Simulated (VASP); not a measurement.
Runs of VASP 6.6.1 on CdF2. The structure is that of space group I4/mmm (No. 139), or close to it. The cells are those of the table. 

| cell | gap on the mesh (eV) | pressure (GPa) |
| --- | --- | --- |
| a = 3.990, b = 3.956, c = 3.522 Å, angles 64.2, 63.2, 52.6°, 3 atoms | 1.97 | (c) |
| a = 3.753, b = 3.626, c = 4.094 Å, angles 57.8, 54.8, 67.4°, 3 atoms | 1.42 | (a) |
| a = 3.755, b = 3.673, c = 4.022 Å, angles 58.2, 56.2, 65.6°, 3 atoms | (b) | 1.9 |
| a = 3.782, b = 3.702, c = 3.951 Å, angles 59.1, 57.2, 63.7°, 3 atoms | 2.50 | 1.2 |
| a = 3.762, b = 3.722, c = 3.950 Å, angles 58.6, 57.6, 63.7°, 3 atoms | 2.51 | 1.2 |

Alike in all rows: task single point; level PBEsol; potentials or basis VASP PAW PBE potentials, release 64 (Cd, F); no spin polarisation; k mesh 8 × 8 × 8; cutoff (eV) 520; smearing gaussian 0.05 eV.

Estimate the missing entries.

(a) 3.2; (b) 2.05; (c) 1.8.

Caveats: the PAW data sets were made with another functional, which shifts forces and pressure a little; the stress differs along the axes, from -16 to 12 GPa (at least some runs); the stress differs along the axes, from -11 to 25 GPa (at least some runs); the stress differs along the axes, from -7 to 16 GPa (at least some runs); the stress differs along the axes, from -5 to 10 GPa (at least some runs); the stress differs along the axes, from -4 to 10 GPa (at least some runs).

A k mesh can miss the band edges, and the runs leave out spin-orbit coupling on Cd.
